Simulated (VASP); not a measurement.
# LiF (I4mm) in VASP: a series of runs

The runs below take LiF through single point, with r2SCAN.

Everything below comes from runs of VASP 6.6.1. Logs are shortened: lines on timing, memory, paths and dates and some standing lists are left out, and cuts for length are marked.

### 1 The cell of the first run

The structure is tetragonal, space group I4mm (No. 107). Conventional cell: a = 2.848 Å, b = 2.848 Å, c = 4.028 Å, α = 90.00°, β = 90.00°, γ = 90.00°. Li (site symmetry 4mm) has 6 F at 1.89 to 2.14 Å within 2.5 Å. Within 2.5 Å of F (site symmetry 4mm) lie 6 Li at 1.89 to 2.14 Å.

### 2 Single point, r2SCAN

Input file POSCAR:

```
LiF
1.0
    0.0000000000      2.0140000000      2.0140000000
    2.0140000000      0.0000000000      2.0140000000
    2.0140000000      2.0140000000      0.0000000000
Li F
1 1
Direct
    0.0000000000      0.0000000000      0.0000000000
    0.4689672294      0.4689672294      0.5310327706
```

Input file INCAR.step1:

```
SYSTEM = LiF
  ALGO = Normal
  EDIFF = 1E-4
  ENCUT = 520
  GGA = PE
  ISMEAR = 0
  LASPH = .True.
  LCHARG = .False.
  LREAL = .False.
  LWAVE = .True.
  NBANDS = 12
  NELM = 100
  PREC = Accurate
  SIGMA = 0.05
```

Input file INCAR.step2:

```
SYSTEM = LiF
  ALGO = Normal
  EDIFF = 1E-7
  ENCUT = 520
  ISIF = 2
  ISMEAR = 0
  ISTART = 1
  LASPH = .True.
  LCHARG = .False.
  LMIXTAU = .True.
  LREAL = .False.
  LWAVE = .False.
  METAGGA = R2SCAN
  NBANDS = 12
  NELM = 100
  PREC = Accurate
  SIGMA = 0.05
```

Input file KPOINTS:

```
k-points
0
Gamma
  10 10 10
  0 0 0
```

Potentials or basis: VASP PAW PBE potentials, release 64 (Li_sv, F).

Started as:

```sh
cat potpaw_PBE.64/Li_sv/POTCAR potpaw_PBE.64/F/POTCAR > POTCAR
cp INCAR.step1 INCAR
mpirun -np 1 vasp_std > vasp.out
cp INCAR.step2 INCAR
mpirun -np 1 vasp_std > vasp.out
```

OUTCAR:

```text
SYSTEM = LiF
   EDIFF = 1E-7
   ENCUT = 520
   ISIF = 2
   ISMEAR = 0
   ISTART = 1
   LASPH = .True.
   LREAL = .False.
   METAGGA = R2SCAN
   NELM = 100
   PREC = Accurate

 ion  position               nearest neighbor table
   1  0.000  0.000  0.000-   2 1.89   2 2.02   2 2.02   2 2.02   2 2.02   2 2.14
   2  0.469  0.469  0.531-   1 1.89   1 2.02   1 2.02   1 2.02   1 2.02   1 2.14

  LATTYP: Found a face centered cubic cell.
 ALAT       =     4.0280000000

  Lattice vectors:

 A1 = (   0.0000000000,   2.0140000000,   2.0140000000)
 A2 = (   2.0140000000,   0.0000000000,   2.0140000000)
 A3 = (   2.0140000000,   2.0140000000,   0.0000000000)

Analysis of symmetry for initial positions (statically):
=====================================================================
 Subroutine PRICEL returns:
 Original cell was already a primitive cell.

 Routine SETGRP: Setting up the symmetry group for a
 face centered cubic supercell.

 Subroutine GETGRP returns: Found  8 space group operations
 (whereof  8 operations were pure point group operations)
 out of a pool of 48 trial point group operations.

The static configuration has the point symmetry C_4v.

Analysis of symmetry for dynamics (positions and initial velocities):
=====================================================================
 Subroutine PRICEL returns:
 Original cell was already a primitive cell.

 Routine SETGRP: Setting up the symmetry group for a
 face centered cubic supercell.

 Subroutine GETGRP returns: Found  8 space group operations
 (whereof  8 operations were pure point group operations)
 out of a pool of 48 trial point group operations.

The dynamic configuration has the point symmetry C_4v.

 Subroutine INISYM returns: Found  8 space group operations
 (whereof  8 operations are pure point group operations),
 and found     1 'primitive' translations

----------------------------------------------------------------------------------------

                                     Primitive cell

  volume of cell :      16.3384

  direct lattice vectors                    reciprocal lattice vectors
     0.000000000  2.014000000  2.014000000    -0.248262165  0.248262165  0.248262165
     2.014000000  0.000000000  2.014000000     0.248262165 -0.248262165  0.248262165
     2.014000000  2.014000000  0.000000000     0.248262165  0.248262165 -0.248262165

  length of vectors
     2.848226115  2.848226115  2.848226115     0.430002683  0.430002683  0.430002683

  position of ions in fractional coordinates (direct lattice)
     0.000000000  0.000000000  0.000000000
     0.468967229  0.468967229  0.531032771

  ion indices of the primitive-cell ions
   primitive index   ion index
[... 82 lines left out ...]
   POTIM  = 0.5000    time-step for ionic-motion
   TEBEG  =    0.0;   TEEND  =   0.0 temperature during run
   PSTRESS=    0.0 pullay stress
   NELECT =      10.0000    total number of electrons
   NUPDOWN=      -1.0000    fix difference up-down
   EMIN   =  10.00;   EMAX   =-10.00  energy-range for DOS
   EFERMI =   0.00;   METHOD = LEGACY
   ISMEAR =     0;   SIGMA  =   0.05  broadening in eV -4-tet -1-fermi 0-gaus
   EFERMI_NEDOS =   21; number of points for ismear=-14 and -15
   IALGO  =     38    algorithm
   IMIX   =      4    mixing-type and parameters
     AMIX     =   0.40;   BMIX     =  1.00
     AMIX_MAG =   1.60;   BMIX_MAG =  1.00
  volume/ion in A,a.u.               =       8.17        55.13
  Fermi-wavevector in a.u.,A,eV,Ry     =   1.389970  2.626662 26.286674  1.932016
  Thomas-Fermi vector in A             =   2.513950
   LORBIT       =      0    0 simple, 1 ext, 2 COOP (PROOUT), +10 PAW based schemes
   METAGGA = R2SCAN    functional components
   LHFCALC =     F    Hartree Fock is set to
   AEXX    =    0.0000 exact exchange contribution
   IVDW    =     0    specifies the selected vdW correction
   LEPSILON=     F    determine dielectric tensor
   LRPA    =     F    only Hartree local field effects (RPA)
 non-spin polarized calculation
 Gauss-broadening in eV      SIGMA  =   0.05
  energy-cutoff  :      520.00
  volume of cell :       16.34
 maximum number of plane-waves:       459
 NGX is ok and might be reduce to    24
   NGX = 11   NGY = 11   NGZ = 11

 number of electron      10.0000002 magnetization

 Free energy of the ion-electron system (eV)
  ---------------------------------------------------
  ext. energy  EPLUGINS =         0.00000000
  ---------------------------------------------------
  free energy    TOTEN  =       -11.88433694 eV

  energy without entropy =      -11.88433694  energy(sigma->0) =      -11.88433694

 E-fermi :  -1.2770     XC(G=0): -10.5377

 val. band max:       -1.6413394274   @ k =   0.0000   0.0000   0.0000
 cond. band min:       8.5943296979   @ k =   0.0000   0.0000   0.0000
 fundamental gap:     10.2356691253
 Fermi energy:        -1.2770128801

 k-point     1 :       0.0000    0.0000    0.0000
  band No.  band energies     occupation
      1     -43.6949      2.00000
      2     -22.7416      2.00000
      3      -1.6688      2.00000
      4      -1.6413      2.00000
      5      -1.6413      2.00000
      6       8.5943      0.00000
      7      23.3075      0.00000
      8      23.3077      0.00000
      9      23.8659      0.00000
     10      24.5548      0.00000
     11      24.9968      0.00000
     12      24.9971      0.00000
[... 331 lines left out ...]
 k-point    24 :       0.0000   -0.1000    0.1000
  band No.  band energies     occupation
      1     -43.6809      2.00000
      2     -22.6465      2.00000
      3      -2.2590      2.00000
      4      -1.8534      2.00000
      5      -1.6638      2.00000
      6       9.3022      0.00000
      7      19.3856      0.00000
      8      21.2599      0.00000
      9      22.3633      0.00000
     10      24.4872      0.00000
     11      26.0013      0.00000
     12      27.8124      0.00000

 [... further k-points ...]
[... 5 lines left out ...]
  --------------------------------------------------------------------------------------
  -------------------------------------------------------------------------------------
  Total       -0.3173596     -0.3173596     -0.0459099      0.0000000      0.0000000      0.0000000
  in kB      -31.1210170    -31.1210170     -4.5020358      0.0000000      0.0000000      0.0000000
  external PRESSURE =     -22.2480233 kB  Pullay stress =       0.0000000 kB

 VOLUME and BASIS-vectors are now :
 -----------------------------------------------------------------------------
  energy-cutoff  :      520.00
  volume of cell :       16.34
      direct lattice vectors                 reciprocal lattice vectors
     0.000000000  2.014000000  2.014000000    -0.248262165  0.248262165  0.248262165
     2.014000000  0.000000000  2.014000000     0.248262165 -0.248262165  0.248262165
     2.014000000  2.014000000  0.000000000     0.248262165  0.248262165 -0.248262165

 POSITION                                       TOTAL-FORCE (eV/Angst)
 -----------------------------------------------------------------------------------
      0.00000      0.00000      0.00000         0.000000      0.000000     -0.269570
      2.01400      2.01400      1.88900         0.000000      0.000000      0.269570
 -----------------------------------------------------------------------------------
    total drift:                                0.000000      0.000000     -0.038112

  FREE ENERGIE OF THE ION-ELECTRON SYSTEM (eV)
  ---------------------------------------------------
  free  energy   TOTEN  =       -11.8843369418 eV

  energy  without entropy=      -11.8843369418  energy(sigma->0) =      -11.88433694
```

OUTCAR.step1:

```text
SYSTEM = LiF
   EDIFF = 1E-4
   ENCUT = 520
   GGA = PE
   ISMEAR = 0
   LASPH = .True.
   LREAL = .False.
[... 581 lines left out ...]
      0.00000      0.00000      0.00000         0.000000      0.000000     -0.242904
      2.01400      2.01400      1.88900         0.000000      0.000000      0.242904
 -----------------------------------------------------------------------------------
    total drift:                                0.000003      0.000003     -0.002662

  FREE ENERGIE OF THE ION-ELECTRON SYSTEM (eV)
  ---------------------------------------------------
  free  energy   TOTEN  =        -9.6234642102 eV

  energy  without entropy=       -9.6234642102  energy(sigma->0) =       -9.62346421
```

OSZICAR.step1:

```text
N       E                     dE             d eps       ncg     rms          rms(c)
DAV:   1     0.314797821143E+02    0.31480E+02   -0.54253E+03  2504   0.851E+02
DAV:   2    -0.898778737780E+01   -0.40468E+02   -0.39562E+02  2928   0.187E+02
DAV:   3    -0.101298461628E+02   -0.11421E+01   -0.11393E+01  3220   0.274E+01
DAV:   4    -0.101411866360E+02   -0.11340E-01   -0.11340E-01  2764   0.298E+00
DAV:   5    -0.101413062644E+02   -0.11963E-03   -0.11963E-03  3112   0.235E-01    0.457E+00
DAV:   6    -0.961181485685E+01    0.52949E+00   -0.25315E+00  2720   0.988E+00    0.139E+00
DAV:   7    -0.961636759144E+01   -0.45527E-02   -0.19074E-02  3228   0.122E+00    0.864E-01
DAV:   8    -0.962336432936E+01   -0.69967E-02   -0.15362E-02  2920   0.129E+00    0.113E-01
DAV:   9    -0.962338170634E+01   -0.17377E-04   -0.10257E-03  2860   0.286E-01    0.440E-02
DAV:  10    -0.962346421020E+01   -0.82504E-04   -0.13627E-04  2804   0.936E-02
   1 F= -.96234642E+01 E0= -.96234642E+01  d E =-.150675E-10
```

Run time: 2 min. Hardware: 1 thread of Intel Xeon 8259CL, shared host; peak memory 0.14 GiB.

Results:

```yaml
Free_energy: -11.8843 eV
Largest_force: 0.270 eV/Å
Band_gap_on_the_k_mesh: 10.24 eV, direct
```

Forces in eV/Å, atoms in the order of the input:
```
Li   0.000  0.000 -0.270
F    0.000  0.000  0.270
```

Levels at points of the mesh, in eV from the valence-band top:
```tsv
k point	band 2	band 3	band 4	band 5	band 6	band 7	band 8	band 9
(0.00, 0.00, 0.00)	-21.10	-0.03	0.00	0.00	10.24	24.95	24.95	25.51
(0.50, 0.00, 0.00)	-20.69	-2.49	-0.27	-0.25	11.86	18.02	20.45	20.64
(0.50, 0.50, 0.00)	-20.44	-2.99	-1.01	-1.01	15.92	17.45	19.27	21.93
(0.00, 0.50, 0.50)	-20.43	-3.00	-1.02	-1.00	16.06	17.32	18.71	22.06
```

Caveat: the cell differs from its parent crystal (all F atoms moved +0.125 Å, as atom 2 towards its neighbour atom 1 (Li) at 2.014 Å); the cutoff is under 1.25 times the usual one of these potentials, so pressure, stress and relaxed cells hold a basis-set (Pulay) error; the PAW data sets were made with another functional, which shifts forces and pressure a little.

### 3 Single point, r2SCAN

POSCAR, as its differences from that of step 2:

```diff
@@ -9,2 +9,2 @@
     0.0000000000      0.0000000000      0.0000000000
-    0.4689672294      0.4689672294      0.5310327706
+    0.4844836147      0.4844836147      0.5155163853
```

Input file INCAR.step1:

```
PREC = Accurate
ENCUT = 520
ISMEAR = 0
SIGMA = 0.05
LREAL = False
LASPH = True
NELM = 80
NBANDS = 12
GGA = PE
ALGO = Normal
EDIFF = 1E-4
LWAVE = True
LCHARG = False
```

Input file INCAR.step2:

```
PREC = Accurate
ENCUT = 520
EDIFF = 1E-7
ISMEAR = 0
SIGMA = 0.05
LREAL = False
LASPH = True
NELM = 80
ALGO = Normal
ISIF = 2
LWAVE = False
LCHARG = True
METAGGA = R2SCAN
LMIXTAU = True
LELF = True
LVHAR = True
NBANDS = 12
ISTART = 1
```

Input file KPOINTS:

```
Automatic mesh
0
Gamma
  10 10 10
```

Potentials or basis: VASP PAW PBE potentials, release 64 (Li_sv, F).

Started as:

```sh
cat potpaw_PBE.64/Li_sv/POTCAR potpaw_PBE.64/F/POTCAR > POTCAR
cp INCAR.step1 INCAR
mpirun -np 1 vasp_std > vasp.out
cp INCAR.step2 INCAR
mpirun -np 1 vasp_std > vasp.out
```

Wall time 1.8 min (1 thread of Intel Xeon 8259CL, shared host); peak memory 0.15 GiB.

Results (log left out):

```yaml
Free_energy: -11.8956 eV
Largest_force: 0.123 eV/Å
Band_gap_on_the_k_mesh: 10.26 eV, direct
```

Forces on the atoms (eV/Å):
```
Li   0.000  0.000 -0.123
F    0.000  0.000  0.123
```

Levels at points of the mesh, in eV from the valence-band top:
```tsv
k point	band 2	band 3	band 4	band 5	band 6	band 7	band 8	band 9
(0.00, 0.00, 0.00)	-21.10	-0.01	0.00	0.00	10.26	25.29	25.29	25.49
(0.50, 0.00, 0.00)	-20.68	-2.49	-0.25	-0.24	11.84	18.10	20.44	20.49
(0.50, 0.50, 0.00)	-20.43	-3.00	-1.01	-1.01	16.02	17.44	19.15	21.92
(0.00, 0.50, 0.50)	-20.43	-3.00	-1.01	-1.01	16.06	17.41	19.00	21.95
```

Caveat: the cell differs from its parent crystal (all F atoms moved +0.062 Å, as atom 2 towards its neighbour atom 1 (Li) at 2.014 Å); the cutoff is under 1.25 times the usual one of these potentials, so pressure, stress and relaxed cells hold a basis-set (Pulay) error; the PAW data sets were made with another functional, which shifts forces and pressure a little. A k mesh can miss the band edges.
